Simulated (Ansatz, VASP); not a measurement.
# Two plane-wave programs on LiF

```
Li F
1.0
     0.00000    1.99487    1.99487
     1.99487    0.00000    1.99487
     1.99487    1.99487    0.00000
Li F
1 1
Cartesian
  0.0000 0.0000 0.0000
  1.9949 1.9949 1.9949
```

Alike in both runs: task single point; functional HSE06; k mesh 8 × 8 × 8; no spin polarisation.

|  | VASP | Ansatz |
| --- | --- | --- |
| version | VASP 6.6.1 | Ansatz 0.2.0 |
| potentials or method | VASP PAW PBE potentials, release 64 (Li_sv, F) | plane waves, PAW |
| plane-wave cutoff (eV) | 520 | 420 |
| occupations | gaussian, width 0.01 eV | fixed |
| valence electrons in the cell | 10 | 10 |

|  | VASP | Ansatz | Ansatz less VASP |
| --- | --- | --- | --- |
| gap on the k mesh at the Fermi level (eV) | 11.67 | 11.67 | +0.008 |

Ansatz's warnings: stress exchange threshold loose, stress scf threshold loose.

Noted on VASP's run: the cutoff is under 1.25 times that of the potentials, so the pressure is a little rough.
